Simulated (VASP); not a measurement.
# AgBr (Fm-3m) in VASP: notebook

AgBr is run at these levels: PBEsol; tasks: elastic constants.

Program: VASP 6.6.1. These are calculated values, not measurements. Logs are shortened: lines on timing, memory, paths and dates and some standing lists are left out, and cuts for length are marked.

**1. The cell of the first run**

It takes space group Fm-3m (No. 225, cubic). Conventional cell: a = 5.347 Å, b = 5.347 Å, c = 5.347 Å, α = 90.00°, β = 90.00°, γ = 90.00°. Within 3.5 Å of Ag (site symmetry m-3m) lie 6 Br at 2.67 Å. Within 3.5 Å of Br (site symmetry m-3m) lie 6 Ag at 2.67 Å.

**2. Elastic constants, PBEsol**

Contents of INCAR:

```
PREC     = Accurate       # precision mode
ENCUT    = 500            # plane-wave cutoff, eV
EDIFF    = 1E-8           # SCF threshold, eV
ISMEAR   = 0              # smearing method
SIGMA    = 0.01           # smearing width, eV
LREAL    = False          # projectors in reciprocal space
LASPH    = True           # aspherical terms in the spheres
NELM     = 120            # most SCF steps
ALGO     = Normal         # electronic algorithm
ISIF     = 3              # what is computed and relaxed
LWAVE    = False          # write WAVECAR
LCHARG   = True           # write CHGCAR
GGA      = PS             # functional
NBANDS   = 16             # bands
IBRION   = 6              # ionic algorithm
NFREE    = 2            
POTIM    = 0.015          # step
NSW      = 1              # ionic steps
GGA_COMPAT= False
```

Contents of KPOINTS:

```
regular mesh
0
Gamma
  8 8 8
```

Contents of POSCAR:

```
AgBr
1.0
    0.0000000000      2.6736185478      2.6736185478
    2.6736185478      0.0000000000      2.6736185478
    2.6736185478      2.6736185478      0.0000000000
Ag Br
1 1
Direct
    0.0000000000      0.0000000000      0.0000000000
    0.5000000000      0.5000000000      0.5000000000
```

Potentials or basis: VASP PAW PBE potentials, release 64 (Ag, Br).

The run is started by

```bash
> cat potpaw_PBE.64/Ag/POTCAR potpaw_PBE.64/Br/POTCAR > POTCAR
> mpirun -np 1 vasp_std > vasp.out
```

OUTCAR:

```text
PREC = Accurate
   ENCUT = 500
   EDIFF = 1E-8
   ISMEAR = 0
   LREAL = False
   LASPH = True
   NELM = 120
   ISIF = 3
   GGA = PS
   IBRION = 6
   NFREE = 2
   POTIM = 0.015
   NSW = 1

 ion  position               nearest neighbor table
   1  0.000  0.000  0.000-   2 2.67   2 2.67   2 2.67   2 2.67   2 2.67   2 2.67
   2  0.500  0.500  0.500-   1 2.67   1 2.67   1 2.67   1 2.67   1 2.67   1 2.67

  LATTYP: Found a face centered cubic cell.
 ALAT       =     5.3472370956

  Lattice vectors:

 A1 = (   0.0000000000,   2.6736185478,   2.6736185478)
 A2 = (   2.6736185478,   0.0000000000,   2.6736185478)
 A3 = (   2.6736185478,   2.6736185478,   0.0000000000)

Analysis of symmetry for initial positions (statically):
=====================================================================
 Subroutine PRICEL returns:
 Original cell was already a primitive cell.

 Routine SETGRP: Setting up the symmetry group for a
 face centered cubic supercell.

 Subroutine GETGRP returns: Found 48 space group operations
 (whereof 48 operations were pure point group operations)
 out of a pool of 48 trial point group operations.

The static configuration has the point symmetry O_h .

Analysis of symmetry for dynamics (positions and initial velocities):
=====================================================================
 Subroutine PRICEL returns:
 Original cell was already a primitive cell.

 Routine SETGRP: Setting up the symmetry group for a
 face centered cubic supercell.

 Subroutine GETGRP returns: Found 48 space group operations
 (whereof 48 operations were pure point group operations)
 out of a pool of 48 trial point group operations.

The dynamic configuration has the point symmetry O_h .

 Subroutine INISYM returns: Found 48 space group operations
 (whereof 48 operations are pure point group operations),
 and found     1 'primitive' translations

----------------------------------------------------------------------------------------

                                     Primitive cell

  volume of cell :      38.2233

  direct lattice vectors                    reciprocal lattice vectors
     0.000000000  2.673618548  2.673618548    -0.187012467  0.187012467  0.187012467
     2.673618548  0.000000000  2.673618548     0.187012467 -0.187012467  0.187012467
     2.673618548  2.673618548  0.000000000     0.187012467  0.187012467 -0.187012467

  length of vectors
     3.781067611  3.781067611  3.781067611     0.323915094  0.323915094  0.323915094

  position of ions in fractional coordinates (direct lattice)
     0.000000000  0.000000000  0.000000000
     0.500000000  0.500000000  0.500000000

  ion indices of the primitive-cell ions
   primitive index   ion index
                 1           1
                 2           2

----------------------------------------------------------------------------------------

 KPOINTS: regular mesh

Automatic generation of k-mesh.
 Grid dimensions read from file:
 generate k-points for:    8    8    8

 Generating k-lattice:

  Cartesian coordinates                     Fractional coordinates (reciprocal lattice)
    -0.023376558  0.023376558  0.023376558     0.125000000  0.000000000  0.000000000
[... 99 lines left out ...]

 number of electron      18.0000001 magnetization

 Free energy of the ion-electron system (eV)
  ---------------------------------------------------
  ext. energy  EPLUGINS =         0.00000000
  ---------------------------------------------------
  free energy    TOTEN  =        -5.40864552 eV

  energy without entropy =       -5.40864552  energy(sigma->0) =       -5.40864552

------------------------ aborting loop because EDIFF is reached ----------------------------------------

  FORCE on cell =-STRESS in cart. coord.  units (eV):
  Direction    XX          YY          ZZ          XY          YZ          ZX
  --------------------------------------------------------------------------------------
  -------------------------------------------------------------------------------------
  Total        3.5751035      3.5751035      3.5751035     -0.0000000      0.0000000     -0.0000000
  in kB      149.8548740    149.8548740    149.8548740     -0.0000000      0.0000000     -0.0000000
  external PRESSURE =     149.8548740 kB  Pullay stress =       0.0000000 kB
[... 89 lines left out ...]
  FREE ENERGIE OF THE ION-ELECTRON SYSTEM (eV)
  ---------------------------------------------------
  free  energy   TOTEN  =        -5.3489396108 eV

  energy  without entropy=       -5.3489396108  energy(sigma->0) =       -5.34893961

[... ionic steps 4 to 14 ...]

--------------------------------------- Ionic step       15  -------------------------------------------

 number of electron      18.0000000 magnetization

------------------------ aborting loop because EDIFF is reached ----------------------------------------
[... 67 lines left out ...]
--------------------------------------- Ionic step       17  -------------------------------------------

 number of electron      18.0000002 magnetization

 Free energy of the ion-electron system (eV)
  ---------------------------------------------------
  ext. energy  EPLUGINS =         0.00000000
  ---------------------------------------------------
  free energy    TOTEN  =        -5.40821790 eV

  energy without entropy =       -5.40821790  energy(sigma->0) =       -5.40821790

 E-fermi :   6.5189     XC(G=0): -11.1967

 val. band max:        6.4566410887   @ k =   0.5000   0.0000   0.0000
 cond. band min:       7.0407708164   @ k =   0.0000   0.0000   0.0000
 fundamental gap:      0.5841297277
 Fermi energy:         6.5189265204

 k-point     1 :       0.0000    0.0000    0.0000
  band No.  band energies     occupation
      1     -10.2847      2.00000
      2       2.4655      2.00000
      3       2.4655      2.00000
      4       2.4673      2.00000
      5       2.4753      2.00000
      6       2.4802      2.00000
[... 433 lines left out ...]
      3       0.6940      2.00000
      4       0.7951      2.00000
      5       2.9236      2.00000
      6       3.0007      2.00000
[... 8 lines left out ...]
     15      19.7900      0.00000
     16      21.4464      0.00000

 [... further k-points ...]
[... 5 lines left out ...]
  --------------------------------------------------------------------------------------
  -------------------------------------------------------------------------------------
  Total        3.5817542      3.5744825      3.5744825     -0.0000000      0.0000000     -0.0000000
  in kB      150.1336437    149.8288433    149.8288433     -0.0000000      0.0000000     -0.0000000
  external PRESSURE =     149.9304434 kB  Pullay stress =       0.0000000 kB
[... 17 lines left out ...]
  FREE ENERGIE OF THE ION-ELECTRON SYSTEM (eV)
  ---------------------------------------------------
  free  energy   TOTEN  =        -5.4082179030 eV

  energy  without entropy=       -5.4082179030  energy(sigma->0) =       -5.40821790

 INTERNAL STRAIN TENSORS FROM STRAINED CELLS
 ============================================

 INTERNAL STRAIN TENSOR FOR ION    1 for displacements in x,y,z  (eV/Angst):
          X           Y           Z          XY          YZ          ZX
  --------------------------------------------------------------------------------
  x     0.00000     0.00000    -0.00000     0.00000    -0.00000    -0.00000
  y     0.00000     0.00000     0.00000     0.00000     0.00000     0.00000
  z     0.00000     0.00000     0.00000     0.00000    -0.00000     0.00000

 INTERNAL STRAIN TENSORS FROM DISPLACED ATOMS
 ============================================

 INTERNAL STRAIN TENSOR FOR ION    1 for displacements in x,y,z  (eV/Angst):
          X           Y           Z          XY          YZ          ZX
  --------------------------------------------------------------------------------
  x     0.00000     0.00000     0.00000     0.00000     0.00000     0.00000
  y     0.00000     0.00000     0.00000     0.00000     0.00000     0.00000
  z     0.00000     0.00000     0.00000     0.00000     0.00000     0.00000

 INTERNAL STRAIN TENSOR FOR ION    2 for displacements in x,y,z  (eV/Angst):
          X           Y           Z          XY          YZ          ZX
  --------------------------------------------------------------------------------
  x     0.00000     0.00000     0.00000     0.00000     0.00000     0.00000
  y     0.00000     0.00000     0.00000     0.00000     0.00000     0.00000
  z     0.00000     0.00000     0.00000     0.00000     0.00000     0.00000

 Eigenvectors and eigenvalues of the dynamical matrix
 ----------------------------------------------------

   1 f  =    4.506706 THz    28.316469 2PiTHz  150.327534 cm-1    18.638230 meV
             X         Y         Z           dx          dy          dz
      0.000000  0.000000  0.000000     0.029209    0.588507   -0.280966
      2.673619  2.673619  2.673619    -0.033896   -0.682940    0.326050
[... 21 lines left out ...]
   6 f/i=    0.002727 THz     0.017133 2PiTHz    0.090954 cm-1     0.011277 meV
             X         Y         Z           dx          dy          dz
      0.000000  0.000000  0.000000     0.517534   -0.545132   -0.094096
      2.673619  2.673619  2.673619     0.445973   -0.469755   -0.081085

--------------------------------------------------------------------------------------------------------

 ELASTIC MODULI CONTR FROM IONIC RELAXATION (kBar)
 Direction    XX          YY          ZZ          XY          YZ          ZX
 --------------------------------------------------------------------------------
 XX           0.0000      0.0000      0.0000      0.0000      0.0000      0.0000
 YY           0.0000      0.0000      0.0000      0.0000      0.0000      0.0000
 ZZ           0.0000      0.0000      0.0000      0.0000      0.0000      0.0000
 XY           0.0000      0.0000      0.0000      0.0000      0.0000      0.0000
 YZ           0.0000      0.0000      0.0000      0.0000      0.0000      0.0000
 ZX           0.0000      0.0000      0.0000      0.0000      0.0000      0.0000
 --------------------------------------------------------------------------------

 TOTAL ELASTIC MODULI (kBar)
 Direction    XX          YY          ZZ          XY          YZ          ZX
 --------------------------------------------------------------------------------
 XX        2005.3162    635.4464    635.4464      0.0000      0.0000     -0.0000
 YY         635.4464   2005.3162    635.4464      0.0000      0.0000      0.0000
 ZZ         635.4464    635.4464   2005.3162      0.0000      0.0000      0.0000
 XY           0.0000      0.0000      0.0000     -9.8413      0.0000      0.0000
 YZ           0.0000      0.0000      0.0000      0.0000     -9.8413      0.0000
 ZX          -0.0000      0.0000      0.0000      0.0000      0.0000     -9.8413
 --------------------------------------------------------------------------------
```

Run time: 11 min. Hardware: 1 thread of Intel Xeon Platinum 8488C (Sapphire Rapids), shared host; peak memory 0.29 GiB.

Results:

```yaml
Elastic_constants_C11_C12_C44: 201, 64, -1 GPa
Voigt_bulk_modulus: 109 GPa
Highest_phonon_frequency_at_Γ_LO-TO_splitting_left_out: 150 cm⁻¹
```

Phonon frequencies in cm⁻¹ (negative: imaginary):
| q point | frequencies |
| --- | --- |
| (0.000, 0.000, 0.000) | 0 0 0 150 150 150 |

Elastic tensor in Voigt notation (GPa, in the Cartesian axes of the cell as first typed):
```
201  64  64   0   0   0
 64 201  64   0   0   0
 64  64 201   0   0   0
  0   0   0  -1   0   0
  0   0   0   0  -1   0
  0   0   0   0   0  -1
```

Clamped-ion elastic tensor (GPa):
```
201  64  64   0   0   0
 64 201  64   0   0   0
 64  64 201   0   0   0
  0   0   0  -1   0   0
  0   0   0   0  -1   0
  0   0   0   0   0  -1
```

Caveat: the cell is under stress, which shifts elastic constants; the elastic tensor has a negative eigenvalue, so either the cell is unstable as it stands or the mesh is too thin; the PAW data sets were made with another functional, which shifts forces and pressure a little.

**3. Elastic constants, PBEsol**

This run uses another cell than the first one, of 19.98 Å³/atom.

Contents of INCAR:

```
SYSTEM = AgBr
  PREC = Accurate
  ENCUT = 500
  EDIFF = 1E-8
  ISMEAR = 0
  SIGMA = 0.01
  LREAL = .FALSE.
  LASPH = .TRUE.
  NELM = 120
  ALGO = Normal
  ISIF = 3
  LWAVE = .FALSE.
  LCHARG = .TRUE.
  GGA = PS
  IBRION = 6
  NFREE = 2
  POTIM = 0.015
  NSW = 1
  GGA_COMPAT = .FALSE.
```

Contents of KPOINTS:

```
regular mesh
0
G
  8 8 8
  0 0 0
```

Contents of POSCAR:

```
AgBr
1.0
    0.0000000000      2.7135752596      2.7135752596
    2.7135752596      0.0000000000      2.7135752596
    2.7135752596      2.7135752596      0.0000000000
Ag Br
1 1
Direct
    0.0000000000      0.0000000000      0.0000000000
    0.5000000000      0.5000000000      0.5000000000
```

Potentials or basis: VASP PAW PBE potentials, release 64 (Ag, Br).

The run is started by

```bash
> cat potpaw_PBE.64/Ag/POTCAR potpaw_PBE.64/Br/POTCAR > POTCAR
> mpirun -np 1 vasp_std > vasp.out
```

OUTCAR:

```text
SYSTEM = AgBr
   PREC = Accurate
   ENCUT = 500
   EDIFF = 1E-8
   ISMEAR = 0
   LREAL = .FALSE.
   LASPH = .TRUE.
   NELM = 120
   ISIF = 3
   GGA = PS
   IBRION = 6
   NFREE = 2
   POTIM = 0.015
   NSW = 1

 ion  position               nearest neighbor table
   1  0.000  0.000  0.000-   2 2.71   2 2.71   2 2.71   2 2.71   2 2.71   2 2.71
   2  0.500  0.500  0.500-   1 2.71   1 2.71   1 2.71   1 2.71   1 2.71   1 2.71

  LATTYP: Found a face centered cubic cell.
 ALAT       =     5.4271505192

  Lattice vectors:

 A1 = (   0.0000000000,   2.7135752596,   2.7135752596)
 A2 = (   2.7135752596,   0.0000000000,   2.7135752596)
 A3 = (   2.7135752596,   2.7135752596,   0.0000000000)

[... 807 lines left out ...]
  --------------------------------------------------------------------------------
  x     0.00000     0.00000     0.00000     0.00000     0.00000     0.00000
  y     0.00000     0.00000     0.00000     0.00000     0.00000     0.00000
  z     0.00000     0.00000     0.00000     0.00000     0.00000     0.00000

 INTERNAL STRAIN TENSOR FOR ION    2 for displacements in x,y,z  (eV/Angst):
          X           Y           Z          XY          YZ          ZX
  --------------------------------------------------------------------------------
  x     0.00000     0.00000     0.00000     0.00000     0.00000     0.00000
  y     0.00000     0.00000     0.00000     0.00000     0.00000     0.00000
  z     0.00000     0.00000     0.00000     0.00000     0.00000     0.00000

 Eigenvectors and eigenvalues of the dynamical matrix
 ----------------------------------------------------

   1 f  =    4.031593 THz    25.331248 2PiTHz  134.479477 cm-1    16.673323 meV
             X         Y         Z           dx          dy          dz
      0.000000  0.000000  0.000000     0.000000    0.652749    0.000000
      2.713575  2.713575  2.713575     0.000000   -0.757575    0.000000
[... 21 lines left out ...]
   6 f/i=    0.002216 THz     0.013921 2PiTHz    0.073904 cm-1     0.009163 meV
             X         Y         Z           dx          dy          dz
      0.000000  0.000000  0.000000     0.000000    0.000000    0.757575
      2.713575  2.713575  2.713575     0.000000    0.000000    0.652749

--------------------------------------------------------------------------------------------------------

 ELASTIC MODULI CONTR FROM IONIC RELAXATION (kBar)
 Direction    XX          YY          ZZ          XY          YZ          ZX
 --------------------------------------------------------------------------------
 XX           0.0000      0.0000      0.0000      0.0000      0.0000      0.0000
 YY           0.0000      0.0000      0.0000      0.0000      0.0000      0.0000
 ZZ           0.0000      0.0000      0.0000      0.0000      0.0000      0.0000
 XY           0.0000      0.0000      0.0000      0.0000      0.0000      0.0000
 YZ           0.0000      0.0000      0.0000      0.0000      0.0000      0.0000
 ZX           0.0000      0.0000      0.0000      0.0000      0.0000      0.0000
 --------------------------------------------------------------------------------

 TOTAL ELASTIC MODULI (kBar)
 Direction    XX          YY          ZZ          XY          YZ          ZX
 --------------------------------------------------------------------------------
 XX        1618.6387    563.2251    563.2251      0.0000      0.0000      0.0000
 YY         563.2251   1618.6387    563.2251      0.0000      0.0000     -0.0000
 ZZ         563.2251    563.2251   1618.6387      0.0000      0.0000      0.0000
 XY           0.0000      0.0000      0.0000     16.9771      0.0000      0.0000
 YZ           0.0000      0.0000      0.0000      0.0000     16.9771      0.0000
 ZX           0.0000     -0.0000      0.0000      0.0000      0.0000     16.9771
 --------------------------------------------------------------------------------
```

OSZICAR:

```text
N       E                     dE             d eps       ncg     rms          rms(c)
DAV:   1     0.927720771943E+02    0.92772E+02   -0.86437E+03   794   0.122E+03
DAV:   2    -0.237024598794E+01   -0.95142E+02   -0.89683E+02   879   0.243E+02
DAV:   3    -0.566563958633E+01   -0.32954E+01   -0.32883E+01   904   0.475E+01
[... 197 lines left out ...]
DAV:   4    -0.554302501948E+01    0.13433E-04   -0.53155E-05  1649   0.531E-02    0.124E-02
DAV:   5    -0.554302583361E+01   -0.81413E-06   -0.84407E-06  1609   0.186E-02    0.378E-03
DAV:   6    -0.554302583741E+01   -0.38015E-08   -0.18946E-07  1784   0.395E-03    0.148E-03
DAV:   7    -0.554302580811E+01    0.29301E-07   -0.67541E-08  1619   0.209E-03    0.935E-04
DAV:   8    -0.554302580958E+01   -0.14691E-08   -0.79564E-09   909   0.646E-04
  17 F= -.55430258E+01 E0= -.55430258E+01  d E =-.566601E-47
```

stdout:

```text
POSCAR found type information on POSCAR AgBr
 POSCAR found :  2 types and       2 ions
 scaLAPACK will be used
 -----------------------------------------------------------------------------
|                                                                             |
|                                                                             |
|     You enforced a specific xc type in the INCAR file but a different       |
|     I HOPE YOU KNOW WHAT YOU ARE DOING!                                     |
|                                                                             |
[... 33 lines left out ...]
 Finite differences progress:
 bond charge predicted
 Finite differences progress:
 bond charge predicted
 Finite differences progress:
 bond charge predicted
 Finite differences progress:
 bond charge predicted
 Finite differences progress:
 bond charge predicted
 Finite differences progress:
```

Run time: 9 min. Hardware: 1 thread of Intel Xeon Platinum 8488C (Sapphire Rapids), shared host; peak memory 0.28 GiB.

Results:

- Elastic constants C11, C12, C44: 162, 56, 2 GPa
- Voigt bulk modulus: 92 GPa
- Highest phonon frequency at Γ, LO-TO splitting left out: 134 cm⁻¹

Phonon frequencies in cm⁻¹ (negative: imaginary):
```
              q point        frequencies
(0.000, 0.000, 0.000)  0 0 0 134 134 134
```

Elastic tensor in Voigt notation (GPa, in the Cartesian axes of the cell as first typed):
```
162  56  56   0   0   0
 56 162  56   0   0   0
 56  56 162   0   0   0
  0   0   0   2   0   0
  0   0   0   0   2   0
  0   0   0   0   0   2
```

Clamped-ion elastic tensor (GPa):
```
162  56  56   0   0   0
 56 162  56   0   0   0
 56  56 162   0   0   0
  0   0   0   2   0   0
  0   0   0   0   2   0
  0   0   0   0   0   2
```

Caveat: the cell is under stress, which shifts elastic constants; the PAW data sets were made with another functional, which shifts forces and pressure a little.

(Continued in part 2 of 2.)
